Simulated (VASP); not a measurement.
## SnO2: single point with LDA

Crystal: SnO2.

```xyz
6
Lattice="4.4908 0.0000 0.0000 0.0000 4.4913 0.0000 0.0000 0.0000 3.0340" Properties=species:S:1:pos:R:3 pbc="T T T"
Sn    2.2454    2.2457    1.5170
Sn    0.0000    0.0000    0.0000
O     1.3741    1.1421    0.0000
O     3.6195    1.1035    1.5170
O     0.8713    3.3878    1.5170
O     3.1167    3.3492    0.0000
```

This cell differs from its parent crystal: atoms shifted along a free coordinate.

```json
{
  "Program": "VASP 6.6.1",
  "Task": "single point",
  "Functional": "LDA",
  "Potentials or basis": "VASP PAW LDA potentials, release 64 (Sn_d, O)",
  "Cutoff": "520 eV",
  "k mesh": "6 × 6 × 8",
  "Occupations": "gaussian, width 0.05 eV",
  "Spin": "no spin polarisation"
}
```

The pressure is 51.6 GPa, the largest force is 5.645 eV/Å and the band gap on the k mesh is 2.88 eV.

Forces on the atoms (eV/Å):
```
Sn   0.000  0.000  0.000
Sn   0.000  0.000  0.000
O    4.215  3.756  0.000
O    4.215 -3.756  0.000
O   -4.215  3.756  0.000
O   -4.215 -3.756  0.000
```

Stress tensor (GPa, compression positive):
```
71.04  0.00  0.00
 0.00 49.92  0.00
 0.00  0.00 33.73
```

Levels at points of the mesh, in eV from the valence-band top:
```
           k point  band 24  band 25  band 26  band 27  band 28  band 29
(0.00, 0.00, 0.00)    -0.69    -0.68     0.00     2.88     6.83     6.90
(0.50, 0.00, 0.00)    -1.05    -0.44    -0.44     6.29     6.29     8.94
(0.00, 0.50, 0.00)    -1.05    -0.34    -0.34     6.10     6.10     7.93
(0.50, 0.50, 0.00)    -1.20    -0.74    -0.74     7.33     7.33     8.71
(0.00, 0.00, 0.50)    -2.02    -1.20    -1.20     7.67     7.67    10.18
(0.50, 0.00, 0.50)    -1.52    -0.11    -0.11     8.12     8.12     8.41
(0.00, 0.50, 0.50)    -0.94    -0.64    -0.64     8.29     8.29     8.36
(0.50, 0.50, 0.50)    -0.77    -0.66    -0.66     5.09     5.09    10.08
```

Wall time 55 s on 1 thread of Intel(R) Xeon(R) 6975P-C (Granite Rapids) (shared host), peak memory 0.24 GiB.

Caveat: the cell differs from its parent crystal (atoms shifted along a free coordinate); the cell stands under pressure; spin-orbit coupling is left out, which moves the levels of the heavy elements; forces of over 1 eV/Å act on the atoms, so gaps and moduli don't describe the material at rest.
